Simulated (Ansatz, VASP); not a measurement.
# One calculation of ZnS, two programs

```
Zn S
1.0
     0.00000    2.75499    2.75499
     2.75499    0.00000    2.75499
     2.75499    2.75499    0.00000
Zn S
1 1
Cartesian
  4.1325 4.1325 4.1325
  0.0000 0.0000 0.0000
```

Alike in both runs: task single point; functional b88 exchange, pbe correlation; k mesh 9 × 9 × 9; occupations fermi-dirac, width 0.05 eV; no spin polarisation.

```csv
,VASP,Ansatz
version,VASP 6.6.1,Ansatz 0.2.0
potentials or method,"VASP PAW PBE potentials, release 64 (Zn, S)",Ansatz PAW
plane-wave cutoff (eV),500,420
valence electrons in the cell,18,18
```

|  | VASP | Ansatz | Ansatz less VASP |
| --- | --- | --- | --- |
| gap on the k mesh at the Fermi level (eV) | 1.86 | 1.86 | -0.005 |
| least direct gap on the mesh (eV) | 1.86 | 1.86 | -0.005 |
| pressure (GPa) | -2.3 | -2.4 | -0.08 |

VASP's potentials were made for PBE, not for b88 exchange, pbe correlation.

Noted on Ansatz's run: odd divisions of the mesh miss points on the zone boundary, where band edges often lie, so the gap on the mesh can be too wide.
